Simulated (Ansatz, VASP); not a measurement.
**One calculation of BN, two programs**

File POSCAR:

```
BN
1.0
    0.0000000000      1.7586109700      1.8130010000
    1.7586109700      0.0000000000      1.8130010000
    1.7586109700      1.7586109700      0.0000000000
B N
1 1
Direct
    0.0000000000      0.0000000000      0.0000000000
    0.7500000000      0.7500000000      0.7500000000
```

Contents of INCAR.step1:

```
SYSTEM = BN
PREC     = Accurate       ! precision mode
ENCUT    = 520            ! plane-wave cutoff, eV
ISMEAR   = 0              ! smearing method
SIGMA    = 0.05           ! smearing width, eV
LREAL    = .False.        ! projectors in reciprocal space
LASPH    = .True.         ! aspherical terms in the spheres
NELM     = 100            ! most SCF steps
NBANDS   = 11             ! bands
GGA      = PE             ! functional
ALGO     = Normal         ! electronic algorithm
EDIFF    = 1E-4           ! SCF threshold, eV
LWAVE    = .True.         ! write WAVECAR
LCHARG   = .False.        ! write CHGCAR
```

INCAR.step2

```
SYSTEM = BN
PREC     = Accurate       ! precision mode
ENCUT    = 520            ! plane-wave cutoff, eV
EDIFF    = 1E-6           ! SCF threshold, eV
ISMEAR   = 0              ! smearing method
SIGMA    = 0.05           ! smearing width, eV
LREAL    = .False.        ! projectors in reciprocal space
LASPH    = .True.         ! aspherical terms in the spheres
NELM     = 100            ! most SCF steps
ALGO     = Normal         ! electronic algorithm
ISIF     = 2              ! what is computed and relaxed
LWAVE    = .False.        ! write WAVECAR
LCHARG   = .False.        ! write CHGCAR
METAGGA  = R2SCAN         ! meta-GGA
LMIXTAU  = .True.       
NBANDS   = 11             ! bands
ISTART   = 1
```

Contents of KPOINTS:

```
Automatic mesh
0
Gamma
  12 12 12
  0 0 0
```

Input for Ansatz:

```yaml
crystal:
  lattice:
    - [0.0, 1.75861097, 1.813001]
    - [1.75861097, 0.0, 1.813001]
    - [1.75861097, 1.75861097, 0.0]
  atoms:
    - { symbol: B, position: [0.0, 0.0, 0.0] }
    - { symbol: "N", position: [0.75, 0.75, 0.75] }
basis:
  ecutwfc: 500
kpoints:
  mp_grid: { grid: [12, 12, 12] }
hamiltonian:
  xc: r2scan
scf:
  occupations: { method: gaussian, width: 0.05 }
output:
  forces: true
  stress: true
  eigenvalues: true
```

Change from the starting cell: strain -0.030 along x and y, +0.000 along z, atoms carried along.

Alike in both runs: task single point; functional r2SCAN; k mesh 12 × 12 × 12; occupations gaussian, width 0.05 eV; no spin polarisation.

|  | VASP | Ansatz |
| --- | --- | --- |
| version | VASP 6.6.1 | Ansatz 0.2.0 |
| potentials or method | VASP PAW PBE potentials, release 64 (B, N), cutoff 520 eV | scalar-relativistic, plane waves, PAW |
| valence electrons in the cell | 8 | 8 |

VASP gave:

* gap on the k mesh at the Fermi level (eV): 4.74
* least direct gap on the mesh (eV): 9.60
* pressure (GPa): 21.6
* traceless stress, the component that is largest in VASP (GPa): -14.35

**Question.** Which values does Ansatz return?

**Answer.** gap on the k mesh at the Fermi level (eV): 4.77; least direct gap on the mesh (eV): 9.65; pressure (GPa): 20.3; traceless stress, the component that is largest in VASP (GPa): -14.39.

VASP's potentials were made for PBE, not for r2SCAN.
